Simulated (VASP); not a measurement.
A run of VASP 6.6.1 is set up as follows.

File INCAR:

```
SYSTEM = NiO
PREC = Accurate ; ENCUT = 600
EDIFF = 1E-6 ; ISMEAR = 0
SIGMA = 0.05 ; LREAL = .False.
LASPH = .True. ; NELM = 200
ALGO = Normal ; ISIF = 2
LWAVE = .False. ; LCHARG = .False.
ISPIN = 2 ; MAGMOM = 2 2 -2 -2 0 0 0 0
LORBIT = 11 ; LMAXMIX = 4
LDAU = .True. ; LDAUTYPE = 2
LDAUL = 2 -1 ; LDAUU = 6.2 0
LDAUJ = 0 0 ; LDAUPRINT = 1
GGA = PE ; NBANDS = 46
GGA_COMPAT = .False.
```

KPOINTS

```
Automatic mesh
0
Gamma
  5 5 3
  0 0 0
```

POSCAR

```
NiO
1.0
    2.9605536716      0.0000000000      0.0000000000
   -2.9605536716      5.1278293778      0.0000000000
    0.0000000000      0.0000000000      5.1128099441
Ni O
4 4
Direct
    0.0000000000      0.0000000000      0.0000000000
    0.0000000000      0.0000000000      0.5000000000
    0.0000000000      0.5000000000      0.0000000000
    0.0000000000      0.5000000000      0.5000000000
    0.3333333333      0.3333333333      0.2499999969
    0.6666666667      0.1666666667      0.7500000031
    0.3333333333      0.8333333333      0.2499999969
    0.6666666667      0.6666666667      0.7500000031
```

Potentials or basis: VASP PAW PBE potentials, release 64 (Ni, O).

The run is started by

```bash
$ cat potpaw_PBE.64/Ni/POTCAR potpaw_PBE.64/O/POTCAR > POTCAR
$ mpirun -np 1 vasp_std > vasp.out
```

**Question.** Estimate the largest force.

**Answer.** 0.049 eV/Å.

**Question.** Estimate the pressure.

**Answer.** -8.1 GPa.

**Question.** Predict the band gap on the k mesh.

**Answer.** 2.41 eV.

Eigenvalues of the final occupation matrices:
```csv
site,spin,trace,eigenvalues
site 1 d,1,5.00,0.98 0.98 0.98 1.03 1.03
site 1 d,2,3.23,0.14 0.15 0.98 0.98 0.98
site 2 d,1,5.00,0.98 0.98 0.98 1.03 1.03
site 2 d,2,3.23,0.14 0.15 0.98 0.98 0.98
site 3 d,1,3.23,0.14 0.15 0.98 0.98 0.98
site 3 d,2,5.00,0.98 0.98 0.98 1.03 1.03
site 4 d,1,3.23,0.14 0.15 0.98 0.98 0.98
site 4 d,2,5.00,0.98 0.98 0.98 1.03 1.03
```

Caveat: the k points lie up to 0.42 Å⁻¹ apart. The state reached can hang on the start; a lower one may exist.
